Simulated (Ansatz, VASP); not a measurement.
## TiO2: VASP beside Ansatz

The input POSCAR:

```
TiO2
1.0
    0.0000000000      2.3968272525      2.3968272525
    2.3968272525      0.0000000000      2.3968272525
    2.3968272525      2.3968272525      0.0000000000
Ti O
1 2
Direct
    0.0000000000      0.0000000000      0.0000000000
    0.2500000000      0.2500000000      0.2500000000
    0.7500000000      0.7500000000      0.7500000000
```

The input INCAR.step1:

```
  PREC = Accurate
  ENCUT = 520
  ISMEAR = 0
  SIGMA = 0.01
  LREAL = F
  LASPH = T
  NELM = 80
  NBANDS = 19
  GGA = PE
  ALGO = Normal
  EDIFF = 1E-4
  LWAVE = T
  LCHARG = F
```

The input INCAR.step2:

```
  PREC = Accurate
  ENCUT = 520
  EDIFF = 1E-6
  ISMEAR = 0
  SIGMA = 0.01
  LREAL = F
  LASPH = T
  NELM = 80
  ALGO = Normal
  ISIF = 2
  LWAVE = F
  LCHARG = T
  METAGGA = R2SCAN
  LMIXTAU = T
  LELF = T
  LVHAR = T
  NBANDS = 19
  ISTART = 1
```

Contents of KPOINTS:

```
regular mesh
0
Gamma
  10 10 10
```

Input for Ansatz:

```yaml
crystal:
  lattice:
    - [0.0, 2.3968272525, 2.3968272525]
    - [2.3968272525, 0.0, 2.3968272525]
    - [2.3968272525, 2.3968272525, 0.0]
  atoms:
    - { symbol: Ti, position: [0.0, 0.0, 0.0] }
    - { symbol: O, position: [0.25, 0.25, 0.25] }
    - { symbol: O, position: [0.75, 0.75, 0.75] }
kpoints:
  mp_grid: { grid: [10, 10, 10] }
  band_path:
    path:
      - [0.0, 0.0, 0.0]
      - [0.5, 0.0, 0.5]
      - [0.625, 0.25, 0.625]
      - [0.375, 0.375, 0.75]
      - [0.5, 0.5, 0.5]
      - [0.5, 0.25, 0.75]
      - [0.0, 0.5, 0.5]
    npoints: 1
hamiltonian:
  xc: r2scan
scf:
  occupations: { method: fixed }
  n_extra_bands: 4
output:
  forces: true
  stress: true
  eigenvalues: true
```

Alike in both runs: task single point; functional r2SCAN; k mesh 10 × 10 × 10; no spin polarisation.

|  | VASP | Ansatz |
| --- | --- | --- |
| version | VASP 6.6.1 | Ansatz 0.2.0 |
| potentials or method | VASP PAW PBE potentials, release 64 (Ti_sv, O) | plane waves, PAW |
| plane-wave cutoff (eV) | 520 | 500 |
| occupations | gaussian, width 0.01 eV | fixed |
| valence electrons in the cell | 24 | 24 |

|  | VASP | Ansatz | Ansatz less VASP |
| --- | --- | --- | --- |
| gap on the k mesh at the Fermi level (eV) | 1.55 | 1.51 | -0.037 |
| pressure (GPa) | 1.6 | 0.0 | -1.54 |

VASP's potentials were made for PBE, not for r2SCAN.
